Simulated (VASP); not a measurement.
# SnO2 (P4_2/mnm) in VASP: settings compared, part 2 of 3

VASP 6.6.1. Earlier steps stand in the parts before.

## Step 3: Single point, PBE, non-collinear spin, zero start, spin-orbit coupling

This run uses another cell than the first one, of 11.68 Å³/atom.

File INCAR:

```
SYSTEM = SnO2
PREC = Accurate
ENCUT = 520
EDIFF = 1E-6
ISMEAR = -1
SIGMA = 0.05
LREAL = .FALSE.
LASPH = .TRUE.
NELM = 150
ALGO = Normal
ISIF = 2
LWAVE = .FALSE.
LCHARG = .FALSE.
LNONCOLLINEAR = .TRUE.
MAGMOM = 0 0 0 0 0 0 0 0 0 0 0 0 0 0 0 0 0 0
LORBIT = 11
LSORBIT = .TRUE.
GGA_COMPAT = .FALSE.
LORBMOM = .TRUE.
GGA = PE
NBANDS = 68
```

File KPOINTS:

```
regular mesh
0
G
  6 6 8
  0 0 0
```

File POSCAR:

```
SnO2
1.0
    4.7062003841      0.0000000000      0.0000000000
    0.0000000000      4.7062003841      0.0000000000
    0.0000000000      0.0000000000      3.1651134496
Sn O
2 4
Direct
    0.5000000000      0.5000000000      0.5000000000
    0.0000000000      0.0000000000      0.0000000000
    0.8071000000      0.1929000000      0.5000000000
    0.6929000000      0.6929000000      0.0000000000
    0.1929000000      0.8071000000      0.5000000000
    0.3071000000      0.3071000000      0.0000000000
```

Potentials or basis: VASP PAW PBE potentials, release 64 (Sn_d, O).

Started as:

```console
$ cat potpaw_PBE.64/Sn_d/POTCAR potpaw_PBE.64/O/POTCAR > POTCAR
$ mpirun -np 1 vasp_ncl > vasp.out
```

OUTCAR:

```text
SYSTEM = SnO2
   PREC = Accurate
   ENCUT = 520
   EDIFF = 1E-6
   ISMEAR = -1
   LREAL = .FALSE.
   LASPH = .TRUE.
   NELM = 150
   ISIF = 2
   LNONCOLLINEAR = .TRUE.
   LORBIT = 11
   LSORBIT = .TRUE.
   GGA = PE

 ion  position               nearest neighbor table
   1  0.500  0.500  0.500-   4 2.04   6 2.04   4 2.04   6 2.04   5 2.04   3 2.04   2 3.68   2 3.68
                             2 3.68   2 3.68   2 3.68   2 3.68   2 3.68   2 3.68
   2  0.000  0.000  0.000-   3 2.04   5 2.04   3 2.04   5 2.04   4 2.04   6 2.04   1 3.68   1 3.68
                             1 3.68   1 3.68   1 3.68   1 3.68   1 3.68   1 3.68
   3  0.807  0.193  0.500-   2 2.04   2 2.04   1 2.04
   4  0.693  0.693  0.000-   1 2.04   1 2.04   2 2.04
   5  0.193  0.807  0.500-   2 2.04   2 2.04   1 2.04
   6  0.307  0.307  0.000-   1 2.04   1 2.04   2 2.04

  LATTYP: Found a simple tetragonal cell.
 ALAT       =     4.7062003841
 C/A-ratio  =     0.6725411566

  Lattice vectors:

 A1 = (   4.7062003841,   0.0000000000,   0.0000000000)
 A2 = (   0.0000000000,   4.7062003841,   0.0000000000)
 A3 = (   0.0000000000,   0.0000000000,   3.1651134496)

Analysis of symmetry for initial positions (statically):
=====================================================================
 Subroutine PRICEL returns:
 Original cell was already a primitive cell.

 Routine SETGRP: Setting up the symmetry group for a
 simple tetragonal supercell.

 Subroutine GETGRP returns: Found 16 space group operations
 (whereof  8 operations were pure point group operations)
 out of a pool of 16 trial point group operations.

The static configuration has the point symmetry D_2h.
 The point group associated with its full space group is D_4h.

Analysis of symmetry for dynamics (positions and initial velocities):
=====================================================================
 Subroutine PRICEL returns:
 Original cell was already a primitive cell.

 Routine SETGRP: Setting up the symmetry group for a
 simple tetragonal supercell.

 Subroutine GETGRP returns: Found 16 space group operations
 (whereof  8 operations were pure point group operations)
 out of a pool of 16 trial point group operations.

The dynamic configuration has the point symmetry D_2h.
 The point group associated with its full space group is D_4h.

Analysis of structural, dynamic, and magnetic symmetry:
=====================================================================
 Subroutine PRICEL returns:
 Original cell was already a primitive cell.

 Routine SETGRP: Setting up the symmetry group for a
 simple tetragonal supercell.

 Subroutine GETGRP returns: Found 16 space group operations
 (whereof  8 operations were pure point group operations)
 out of a pool of 16 trial point group operations.

The overall configuration has the point symmetry D_2h.
 The point group associated with its full space group is D_4h.

 Subroutine INISYM returns: Found 16 space group operations
 (whereof  8 operations are pure point group operations),
 and found     1 'primitive' translations

----------------------------------------------------------------------------------------

                                     Primitive cell
[... 1784 lines left out ...]
     4.706200384  0.000000000  0.000000000     0.212485640  0.000000000  0.000000000
     0.000000000  4.706200384  0.000000000     0.000000000  0.212485640  0.000000000
     0.000000000  0.000000000  3.165113450     0.000000000  0.000000000  0.315944441

 POSITION                                       TOTAL-FORCE (eV/Angst)
 -----------------------------------------------------------------------------------
      2.35310      2.35310      1.58256         0.000000     -0.000000      0.000000
      0.00000      0.00000      0.00000         0.000000     -0.000000      0.000000
      3.79837      0.90783      1.58256        -0.269472      0.269472     -0.000000
      3.26093      3.26093      0.00000         0.269472      0.269472      0.000000
      0.90783      3.79837      1.58256         0.269472     -0.269472      0.000000
      1.44527      1.44527      0.00000        -0.269472     -0.269472      0.000000
 -----------------------------------------------------------------------------------
    total drift:                               -0.000000      0.000000      0.000000

  FREE ENERGIE OF THE ION-ELECTRON SYSTEM (eV)
  ---------------------------------------------------
  free  energy   TOTEN  =       -37.1040586667 eV

  energy  without entropy=      -37.1040586629  energy(sigma->0) =      -37.10405866

 orbital moment (x)

 # of ion     p       d       tot
 ----------------------------------------
  1         0.000   0.000   0.000
  2         0.000   0.000   0.000
  3         0.000   0.000   0.000
  4        -0.000   0.000  -0.000
  5         0.000   0.000   0.000
  6         0.000   0.000   0.000
 ----------------------------------------
            0.000   0.000   0.000

 orbital moment (y)

 # of ion     p       d       tot
 ----------------------------------------
  1         0.000   0.000   0.000
  2         0.000   0.000   0.000
  3         0.000   0.000   0.000
  4         0.000   0.000   0.000
  5         0.000   0.000   0.000
  6         0.000   0.000   0.000
 ----------------------------------------
            0.000   0.000   0.000

 orbital moment (z)

 # of ion     p       d       tot
 ----------------------------------------
  1         0.000   0.000   0.000
  2         0.000  -0.000   0.000
  3         0.000   0.000   0.000
  4         0.000   0.000   0.000
  5         0.000   0.000   0.000
  6         0.000   0.000   0.000
 ----------------------------------------
            0.000  -0.000   0.000

 Spin-Orbit-Coupling matrix elements

 Ion:    1  E_soc:     -0.0738406
 l=   1
     0.0000000    -0.0066473    -0.0065476
    -0.0066473     0.0000000    -0.0066473
    -0.0065476    -0.0066473     0.0000000
 l=   2
     0.0000000    -0.0011132     0.0000000    -0.0011132    -0.0045786
    -0.0011132     0.0000000    -0.0034172    -0.0011283    -0.0011552
     0.0000000    -0.0034172     0.0000000    -0.0034172     0.0000000
    -0.0011132    -0.0011283    -0.0034172     0.0000000    -0.0011552
    -0.0045786    -0.0011552     0.0000000    -0.0011552     0.0000000
 l=   3
     0.0000000     0.0000000     0.0000000     0.0000000     0.0000000     0.0000000     0.0000000
     0.0000000     0.0000000     0.0000000     0.0000000     0.0000000     0.0000000     0.0000000
     0.0000000     0.0000000     0.0000000     0.0000000     0.0000000     0.0000000     0.0000000
     0.0000000     0.0000000     0.0000000     0.0000000     0.0000000     0.0000000     0.0000000
[... 89 lines left out ...]
 l=   2
     0.0000000     0.0000000     0.0000000     0.0000000     0.0000000
     0.0000000     0.0000000     0.0000000     0.0000000     0.0000000
     0.0000000     0.0000000     0.0000000     0.0000000     0.0000000
     0.0000000     0.0000000     0.0000000     0.0000000     0.0000000
     0.0000000     0.0000000     0.0000000     0.0000000     0.0000000
 l=   3
     0.0000000     0.0000000     0.0000000     0.0000000     0.0000000     0.0000000     0.0000000
     0.0000000     0.0000000     0.0000000     0.0000000     0.0000000     0.0000000     0.0000000
     0.0000000     0.0000000     0.0000000     0.0000000     0.0000000     0.0000000     0.0000000
     0.0000000     0.0000000     0.0000000     0.0000000     0.0000000     0.0000000     0.0000000
     0.0000000     0.0000000     0.0000000     0.0000000     0.0000000     0.0000000     0.0000000
     0.0000000     0.0000000     0.0000000     0.0000000     0.0000000     0.0000000     0.0000000
     0.0000000     0.0000000     0.0000000     0.0000000     0.0000000     0.0000000     0.0000000

 total charge

# of ion       s       p       d       tot
------------------------------------------
    1        0.882   1.133  10.413  12.428
    2        0.882   1.133  10.413  12.428
    3        1.561   3.535   0.000   5.096
    4        1.561   3.535   0.000   5.096
    5        1.561   3.535   0.000   5.096
    6        1.561   3.535   0.000   5.096
--------------------------------------------------
tot          8.007  16.406  20.826  45.240

 magnetization (x)

# of ion       s       p       d       tot
------------------------------------------
    1        0.000   0.000   0.000   0.000
    2        0.000   0.000   0.000   0.000
    3        0.000   0.000   0.000   0.000
    4        0.000   0.000   0.000   0.000
    5        0.000   0.000   0.000   0.000
    6        0.000   0.000   0.000   0.000
--------------------------------------------------
tot          0.000   0.000   0.000   0.000

 magnetization (y)

# of ion       s       p       d       tot
------------------------------------------
    1        0.000   0.000   0.000   0.000
    2        0.000   0.000   0.000   0.000
    3        0.000   0.000   0.000   0.000
    4        0.000   0.000   0.000   0.000
    5        0.000   0.000   0.000   0.000
    6        0.000   0.000   0.000   0.000
--------------------------------------------------
tot          0.000   0.000   0.000   0.000

 magnetization (z)

# of ion       s       p       d       tot
------------------------------------------
    1       -0.000   0.000   0.000  -0.000
    2       -0.000   0.000   0.000  -0.000
    3        0.000   0.000   0.000   0.000
    4        0.000   0.000   0.000   0.000
    5        0.000   0.000   0.000   0.000
    6        0.000   0.000   0.000   0.000
--------------------------------------------------
tot         -0.000   0.000   0.000  -0.000
```

It took 8.7 min on 1 thread of Oxide Virtual Turin-like, shared host; peak memory 0.46 GiB.

What came out:

```yaml
Free_energy: -37.1041 eV
Pressure: 16.7 GPa
Largest_force: 0.381 eV/Å
Net_moment: 0.00 μB per cell
Valence_electrons_inside_the_program's_atomic_spheres: Sn 12.43; O 5.10
```

Forces on the atoms (eV/Å):
```
Sn   0.000  0.000  0.000
Sn   0.000  0.000  0.000
O   -0.269  0.269  0.000
O    0.269  0.269  0.000
O    0.269 -0.269  0.000
O   -0.269 -0.269  0.000
```

Stress tensor (GPa, compression positive):
```
15.14  0.00  0.00
 0.00 15.14  0.00
 0.00  0.00 19.93
```

Moments on the atoms (μB; x, y, z):
```
Sn  0.00 0.00 0.00
Sn  0.00 0.00 0.00
O   0.00 0.00 0.00
O   0.00 0.00 0.00
O   0.00 0.00 0.00
O   0.00 0.00 0.00
```

Caveat: the cell stands under pressure.

(Continued in part 3 of 3.)
